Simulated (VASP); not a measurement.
# TePb (Pm-3m) in VASP: notebook

The runs below take TePb through single point, with r2SCAN0.

Everything below comes from runs of VASP 6.6.1. Logs are shortened: lines on timing, memory, paths and dates and some standing lists are left out, and cuts for length are marked.

### Step 1. The cell of the first run

The structure is cubic, space group Pm-3m (No. 221). The conventional cell has a = 3.921 Å, b = 3.921 Å, c = 3.921 Å, α = 90.00°, β = 90.00°, γ = 90.00°. Within 4.5 Å of Pb (site symmetry m-3m) lie 8 Te at 3.40 Å and 6 Pb at 3.92 Å. Within 4.5 Å of Te (site symmetry m-3m) lie 8 Pb at 3.40 Å and 6 Te at 3.92 Å.

### Step 2. Single point, r2SCAN0

Input file POSCAR:

```
TePb
1.0
    3.9205847483      0.0000000000      0.0000000000
    0.0000000000      3.9205847483      0.0000000000
    0.0000000000      0.0000000000      3.9205847483
Pb Te
1 1
Direct
    0.0000000000      0.0000000000      0.0000000000
    0.5000000000      0.5000000000      0.5000000000
```

Input file INCAR.step1:

```
  ALGO = Normal
  EDIFF = 1E-5
  ENCUT = 520
  GGA = PE
  ISIF = 2
  ISMEAR = -1
  LASPH = True
  LCHARG = False
  LREAL = False
  LWAVE = True
  NBANDS = 17
  NELM = 80
  PREC = Accurate
  SIGMA = 0.05
```

Input file INCAR.step2:

```
  AEXX = 0.25
  ALGO = Normal
  EDIFF = 1E-6
  ENCUT = 520
  ISIF = 2
  ISMEAR = -1
  ISTART = 1
  LASPH = True
  LCHARG = False
  LHFCALC = True
  LMIXTAU = True
  LREAL = False
  LWAVE = False
  METAGGA = R2SCAN
  NBANDS = 17
  NELM = 80
  PREC = Accurate
  PRECFOCK = Normal
  SIGMA = 0.05
```

Input file KPOINTS:

```
k-points
0
Gamma
  4 4 4
```

Potentials or basis: VASP PAW PBE potentials, release 64 (Pb_d, Te).

Launch:

```
cat potpaw_PBE.64/Pb_d/POTCAR potpaw_PBE.64/Te/POTCAR > POTCAR
cp INCAR.step1 INCAR
mpirun -np 1 vasp_std > vasp.out
cp INCAR.step2 INCAR
mpirun -np 1 vasp_std > vasp.out
```

OUTCAR:

```text
AEXX = 0.25
   EDIFF = 1E-6
   ENCUT = 520
   ISIF = 2
   ISMEAR = -1
   ISTART = 1
   LASPH = True
   LHFCALC = True
   LREAL = False
   METAGGA = R2SCAN
   NELM = 80
   PREC = Accurate
   PRECFOCK = Normal

 ion  position               nearest neighbor table
   1  0.000  0.000  0.000-   2 3.40   2 3.40   2 3.40   2 3.40   2 3.40   2 3.40   2 3.40   2 3.40

   2  0.500  0.500  0.500-   1 3.40   1 3.40   1 3.40   1 3.40   1 3.40   1 3.40   1 3.40   1 3.40

  LATTYP: Found a simple cubic cell.
 ALAT       =     3.9205847483

  Lattice vectors:

 A1 = (   3.9205847483,   0.0000000000,   0.0000000000)
 A2 = (   0.0000000000,   3.9205847483,   0.0000000000)
 A3 = (   0.0000000000,   0.0000000000,   3.9205847483)

Analysis of symmetry for initial positions (statically):
=====================================================================
 Subroutine PRICEL returns:
 Original cell was already a primitive cell.

 Routine SETGRP: Setting up the symmetry group for a
 simple cubic supercell.

 Subroutine GETGRP returns: Found 48 space group operations
 (whereof 48 operations were pure point group operations)
 out of a pool of 48 trial point group operations.

The static configuration has the point symmetry O_h .

Analysis of symmetry for dynamics (positions and initial velocities):
=====================================================================
 Subroutine PRICEL returns:
 Original cell was already a primitive cell.

 Routine SETGRP: Setting up the symmetry group for a
 simple cubic supercell.

 Subroutine GETGRP returns: Found 48 space group operations
 (whereof 48 operations were pure point group operations)
 out of a pool of 48 trial point group operations.

The dynamic configuration has the point symmetry O_h .

 Subroutine INISYM returns: Found 48 space group operations
 (whereof 48 operations are pure point group operations),
 and found     1 'primitive' translations

----------------------------------------------------------------------------------------

                                     Primitive cell

  volume of cell :      60.2632

  direct lattice vectors                    reciprocal lattice vectors
     3.920584748  0.000000000  0.000000000     0.255063993  0.000000000  0.000000000
     0.000000000  3.920584748  0.000000000     0.000000000  0.255063993  0.000000000
[... 76 lines left out ...]
   ISIF   =      2    stress and relaxation
   ISYM   =      3    0-nonsym 1-usesym 2-fastsym
   POTIM  = 0.5000    time-step for ionic-motion
   TEBEG  =    0.0;   TEEND  =   0.0 temperature during run
   PSTRESS=    0.0 pullay stress
   NELECT =      20.0000    total number of electrons
   NUPDOWN=      -1.0000    fix difference up-down
   EMIN   =  10.00;   EMAX   =-10.00  energy-range for DOS
   EFERMI =   0.00;   METHOD = LEGACY
   ISMEAR =    -1;   SIGMA  =   0.05  broadening in eV -4-tet -1-fermi 0-gaus
   EFERMI_NEDOS =   21; number of points for ismear=-14 and -15
   IALGO  =     38    algorithm
   IMIX   =      1    mixing-type and parameters
     AMIX     =   0.40;   BMIX     =  1.00
     AMIX_MAG =   1.60;   BMIX_MAG =  1.00
  volume/ion in A,a.u.               =      30.13       203.34
  Fermi-wavevector in a.u.,A,eV,Ry     =   1.133446  2.141901 17.479388  1.284699
  Thomas-Fermi vector in A             =   2.270148
   LORBIT       =      0    0 simple, 1 ext, 2 COOP (PROOUT), +10 PAW based schemes
   METAGGA = R2SCAN    functional components
   LHFCALC =     T    Hartree Fock is set to
   PRECFOCK=normal    Normal, Fast or Accurate (Low or Medium for compatibility)
   ENCUT4O =  -1.0   cutoff for four orbital integrals eV
   NKREDX  =     1    reduce k-point grid by
   NKREDY  =     1    reduce k-point grid by
   NKREDZ  =     1    reduce k-point grid by
   AEXX    =    0.2500 exact exchange contribution
   HFSCREEN=    0.0000 screening length (either q_TF or 0.3 A-1)
   HFSCREENC=   0.0000 screening length for correlation (either q_TF or 0.3 A-1)
   ENCUTFOCK=  -1.0 apply spherical cutoff to Coloumb kernel
   IVDW    =     0    specifies the selected vdW correction
   LEPSILON=     F    determine dielectric tensor
   LRPA    =     F    only Hartree local field effects (RPA)
 non-spin polarized calculation
  energy-cutoff  :      520.00
  volume of cell :       60.26
 maximum number of plane-waves:      1647
 NGX is ok and might be reduce to    30
  NGX = 24; NGY = 24; NGZ = 24

 number of electron      19.9999992 magnetization

 Free energy of the ion-electron system (eV)
  ---------------------------------------------------
  ext. energy  EPLUGINS =         0.00000000
  ---------------------------------------------------
  free energy    TOTEN  =       -66.13681579 eV

  energy without entropy =      -66.13677161  energy(sigma->0) =      -66.13679370

 E-fermi :   6.9104     XC(G=0):  -8.1795

 val. band max:        6.4612684650   @ k =   0.5000   0.2500   0.0000
 cond. band min:       7.2909140884   @ k =   0.5000   0.5000   0.0000
 fundamental gap:      0.8296456234
 Fermi energy:         6.9103608237

 k-point     1 :       0.0000    0.0000    0.0000
  band No.  band energies     occupation
      1     -13.2208      2.00000
      2     -13.2208      2.00000
      3     -13.1216      2.00000
      4     -13.1216      2.00000
      5     -13.1216      2.00000
      6      -7.7668      2.00000
[... 177 lines left out ...]
      4     -13.0790      2.00000
      5     -13.0790      2.00000
      6      -4.4418      2.00000
[... 9 lines left out ...]
     16      23.3750      0.00000
     17      24.3485      0.00000

------------------------ aborting loop because EDIFF is reached ----------------------------------------

  FORCE on cell =-STRESS in cart. coord.  units (eV):
  Direction    XX          YY          ZZ          XY          YZ          ZX
  --------------------------------------------------------------------------------------
  -------------------------------------------------------------------------------------
  Total        0.9689426      0.9689426      0.9689426      0.0000000      0.0000000     -0.0000000
  in kB       25.7606077     25.7606077     25.7606077      0.0000000      0.0000000     -0.0000000
  external PRESSURE =      25.7606077 kB  Pullay stress =       0.0000000 kB

 VOLUME and BASIS-vectors are now :
 -----------------------------------------------------------------------------
  energy-cutoff  :      520.00
  volume of cell :       60.26
      direct lattice vectors                 reciprocal lattice vectors
     3.920584748  0.000000000  0.000000000     0.255063993  0.000000000  0.000000000
     0.000000000  3.920584748  0.000000000     0.000000000  0.255063993  0.000000000
     0.000000000  0.000000000  3.920584748     0.000000000  0.000000000  0.255063993

 POSITION                                       TOTAL-FORCE (eV/Angst)
 -----------------------------------------------------------------------------------
      0.00000      0.00000      0.00000         0.000000      0.000000      0.000000
      1.96029      1.96029      1.96029         0.000000      0.000000      0.000000
 -----------------------------------------------------------------------------------
    total drift:                                0.000000     -0.000002      0.000001

  FREE ENERGIE OF THE ION-ELECTRON SYSTEM (eV)
  ---------------------------------------------------
  free  energy   TOTEN  =       -66.1368157895 eV

  energy  without entropy=      -66.1367716136  energy(sigma->0) =      -66.13679370
```

OUTCAR.step1:

```text
EDIFF = 1E-5
   ENCUT = 520
   GGA = PE
   ISIF = 2
   ISMEAR = -1
[... 405 lines left out ...]
 -----------------------------------------------------------------------------------
      0.00000      0.00000      0.00000         0.000000      0.000000      0.000000
      1.96029      1.96029      1.96029         0.000000      0.000000      0.000000
 -----------------------------------------------------------------------------------
    total drift:                                0.000000     -0.000000     -0.000000

  FREE ENERGIE OF THE ION-ELECTRON SYSTEM (eV)
  ---------------------------------------------------
  free  energy   TOTEN  =        -6.9066608729 eV

  energy  without entropy=       -6.8802231482  energy(sigma->0) =       -6.89344201
```

OSZICAR.step1:

```text
N       E                     dE             d eps       ncg     rms          rms(c)
DAV:   1     0.149921013240E+03    0.14992E+03   -0.89226E+03   340   0.113E+03
DAV:   2     0.280792132421E+01   -0.14711E+03   -0.14290E+03   358   0.299E+02
DAV:   3    -0.684815467256E+01   -0.96561E+01   -0.94416E+01   445   0.806E+01
DAV:   4    -0.709917738420E+01   -0.25102E+00   -0.25055E+00   446   0.141E+01
DAV:   5    -0.711068800598E+01   -0.11511E-01   -0.11510E-01   476   0.281E+00    0.368E+00
DAV:   6    -0.690570733012E+01    0.20498E+00   -0.41375E-01   481   0.457E+00    0.223E+00
DAV:   7    -0.690733107295E+01   -0.16237E-02   -0.40964E-02   438   0.100E+00    0.118E+00
DAV:   8    -0.691547421571E+01   -0.81431E-02   -0.32216E-02   429   0.138E+00    0.432E-01
DAV:   9    -0.690783444466E+01    0.76398E-02   -0.31061E-02   473   0.119E+00    0.184E-01
DAV:  10    -0.690662129733E+01    0.12131E-02   -0.25530E-03   460   0.361E-01    0.327E-02
DAV:  11    -0.690666341186E+01   -0.42115E-04   -0.25620E-04   419   0.766E-02    0.282E-02
DAV:  12    -0.690666087292E+01    0.25389E-05   -0.57901E-06   242   0.158E-02
   1 F= -.69066609E+01 E0= -.68934420E+01  d E =-.264377E-01
```

Wall time 14 min (1 thread of Intel Xeon Platinum 8375C at 2.90GHz (Ice Lake), shared host); peak memory 0.18 GiB.

Results:

```
Free energy            : -66.1368 eV
Pressure               : 2.6 GPa
Band gap on the k mesh : zero (bands 10 and 11 overlap by 1.76 eV)
```

Caveat: the k points lie up to 0.40 Å⁻¹ apart, too coarse for converged energies and pressures of a metal; the PAW data sets were made with another functional, which shifts forces and pressure a little; spin-orbit coupling is left out, which moves the levels of the heavy elements.

### Step 3. Single point, r2SCAN0

This run uses another cell than the first one, of 31.41 Å³/atom.

Input file POSCAR:

```
TePb
1.0
    3.9754252041      0.0000000000      0.0000000000
    0.0000000000      3.9754252041      0.0000000000
    0.0000000000      0.0000000000      3.9754252041
Pb Te
1 1
Direct
    0.0000000000      0.0000000000      0.0000000000
    0.5000000000      0.5000000000      0.5000000000
```

Input file INCAR.step1:

```
SYSTEM = TePb
PREC = Accurate ; ENCUT = 520
EDIFF = 1E-5 ; ISMEAR = -1
SIGMA = 0.05 ; LREAL = .False.
LASPH = .True. ; NELM = 60
ALGO = Normal ; ISIF = 2
LWAVE = .True. ; NBANDS = 17
GGA = PE
```

Input file INCAR.step2:

```
SYSTEM = TePb
PREC = Accurate ; ENCUT = 520
EDIFF = 1E-6 ; ISMEAR = -1
SIGMA = 0.05 ; LREAL = .False.
LASPH = .True. ; NELM = 60
ALGO = Normal ; ISIF = 2
LWAVE = .False. ; LCHARG = .True.
METAGGA = R2SCAN ; LHFCALC = .True.
AEXX = 0.25 ; LMIXTAU = .True.
PRECFOCK = Normal ; LELF = .True.
LVHAR = .True. ; NBANDS = 17
ISTART = 1
```

Input file KPOINTS:

```
Automatic mesh
0
Gamma
  4 4 4
  0 0 0
```

Potentials or basis: VASP PAW PBE potentials, release 64 (Pb_d, Te).

Launch:

```
cat potpaw_PBE.64/Pb_d/POTCAR potpaw_PBE.64/Te/POTCAR > POTCAR
cp INCAR.step1 INCAR
mpirun -np 1 vasp_std > vasp.out
cp INCAR.step2 INCAR
mpirun -np 1 vasp_std > vasp.out
```

OUTCAR:

```text
SYSTEM = TePb
   PREC = Accurate
   ENCUT = 520
   EDIFF = 1E-6
   ISMEAR = -1
   LREAL = .False.
   LASPH = .True.
   NELM = 60
   ISIF = 2
   METAGGA = R2SCAN
   LHFCALC = .True.
   AEXX = 0.25
   PRECFOCK = Normal
   ISTART = 1

 ion  position               nearest neighbor table
   1  0.000  0.000  0.000-   2 3.44   2 3.44   2 3.44   2 3.44   2 3.44   2 3.44   2 3.44   2 3.44

   2  0.500  0.500  0.500-   1 3.44   1 3.44   1 3.44   1 3.44   1 3.44   1 3.44   1 3.44   1 3.44

[... 382 lines left out ...]

------------------------ aborting loop because EDIFF is reached ----------------------------------------

  FORCE on cell =-STRESS in cart. coord.  units (eV):
  Direction    XX          YY          ZZ          XY          YZ          ZX
  --------------------------------------------------------------------------------------
  -------------------------------------------------------------------------------------
  Total        0.1029026      0.1029026      0.1029026      0.0000000     -0.0000000     -0.0000000
  in kB        2.6241343      2.6241343      2.6241343      0.0000000     -0.0000000     -0.0000000
  external PRESSURE =       2.6241343 kB  Pullay stress =       0.0000000 kB

 VOLUME and BASIS-vectors are now :
 -----------------------------------------------------------------------------
  energy-cutoff  :      520.00
  volume of cell :       62.83
      direct lattice vectors                 reciprocal lattice vectors
     3.975425204  0.000000000  0.000000000     0.251545419  0.000000000  0.000000000
     0.000000000  3.975425204  0.000000000     0.000000000  0.251545419  0.000000000
     0.000000000  0.000000000  3.975425204     0.000000000  0.000000000  0.251545419

 POSITION                                       TOTAL-FORCE (eV/Angst)
 -----------------------------------------------------------------------------------
      0.00000      0.00000      0.00000         0.000000      0.000000      0.000000
      1.98771      1.98771      1.98771         0.000000      0.000000      0.000000
 -----------------------------------------------------------------------------------
    total drift:                                0.000002     -0.000000      0.000001

  FREE ENERGIE OF THE ION-ELECTRON SYSTEM (eV)
  ---------------------------------------------------
  free  energy   TOTEN  =       -66.1595617163 eV

  energy  without entropy=      -66.1595098651  energy(sigma->0) =      -66.15953579
```

OUTCAR.step1:

```text
SYSTEM = TePb
   PREC = Accurate
   ENCUT = 520
   EDIFF = 1E-5
   ISMEAR = -1
   LREAL = .False.
[... 406 lines left out ...]
      0.00000      0.00000      0.00000         0.000000      0.000000      0.000000
      1.98771      1.98771      1.98771         0.000000      0.000000      0.000000
 -----------------------------------------------------------------------------------
    total drift:                                0.000000     -0.000000     -0.000000

  FREE ENERGIE OF THE ION-ELECTRON SYSTEM (eV)
  ---------------------------------------------------
  free  energy   TOTEN  =        -6.9429085570 eV

  energy  without entropy=       -6.9178395572  energy(sigma->0) =       -6.93037406
```

OSZICAR.step1:

```text
N       E                     dE             d eps       ncg     rms          rms(c)
DAV:   1     0.158168875277E+03    0.15817E+03   -0.93660E+03   340   0.117E+03
DAV:   2     0.369589061567E+01   -0.15447E+03   -0.14926E+03   357   0.308E+02
DAV:   3    -0.689120123665E+01   -0.10587E+02   -0.10519E+02   459   0.848E+01
DAV:   4    -0.716470540299E+01   -0.27350E+00   -0.27266E+00   431   0.146E+01
DAV:   5    -0.717741458018E+01   -0.12709E-01   -0.12709E-01   484   0.298E+00    0.339E+00
DAV:   6    -0.694585110757E+01    0.23156E+00   -0.46044E-01   476   0.460E+00    0.212E+00
DAV:   7    -0.694610509509E+01   -0.25399E-03   -0.77567E-02   460   0.128E+00    0.113E+00
DAV:   8    -0.699037593071E+01   -0.44271E-01   -0.17743E-01   443   0.277E+00    0.825E-01
DAV:   9    -0.694254489356E+01    0.47831E-01   -0.10804E-01   466   0.213E+00    0.846E-02
DAV:  10    -0.694289015587E+01   -0.34526E-03   -0.32355E-03   369   0.311E-01    0.737E-02
DAV:  11    -0.694290474691E+01   -0.14591E-04   -0.46194E-05   482   0.518E-02    0.381E-02
DAV:  12    -0.694292686994E+01   -0.22123E-04   -0.88173E-05   426   0.487E-02    0.258E-02
DAV:  13    -0.694290825003E+01    0.18620E-04   -0.32877E-05   312   0.322E-02    0.196E-02
DAV:  14    -0.694290855695E+01   -0.30692E-06   -0.31337E-06   177   0.956E-03
   1 F= -.69429086E+01 E0= -.69303741E+01  d E =-.250690E-01
```

It took 12 min on 1 thread of Intel Xeon Platinum 8375C at 2.90GHz (Ice Lake), shared host; peak memory 0.19 GiB.

What came out:

```yaml
Free_energy: -66.1596 eV
Pressure: 0.3 GPa
Band_gap_on_the_k_mesh: zero (bands 10 and 11 overlap by 1.59 eV)
```

Levels at points of the mesh, in eV from the Fermi level:
| k point | band 8 | band 9 | band 10 | band 11 | band 12 | band 13 |
| --- | --- | --- | --- | --- | --- | --- |
| (0.00, 0.00, 0.00) | -2.38 | -2.38 | -2.38 | 5.07 | 5.07 | 6.64 |
| (0.50, 0.00, 0.00) | -1.19 | -0.70 | -0.70 | 0.97 | 3.12 | 3.12 |
| (0.50, 0.50, 0.00) | -5.61 | -5.61 | 0.37 | 4.57 | 4.93 | 4.93 |
| (0.50, 0.50, 0.50) | -3.36 | -3.36 | -3.36 | -1.22 | -1.22 | -1.22 |

Caveat: the k points lie up to 0.40 Å⁻¹ apart, too coarse for converged energies and pressures of a metal; the PAW data sets were made with another functional, which shifts forces and pressure a little; spin-orbit coupling is left out, which moves the levels of the heavy elements.
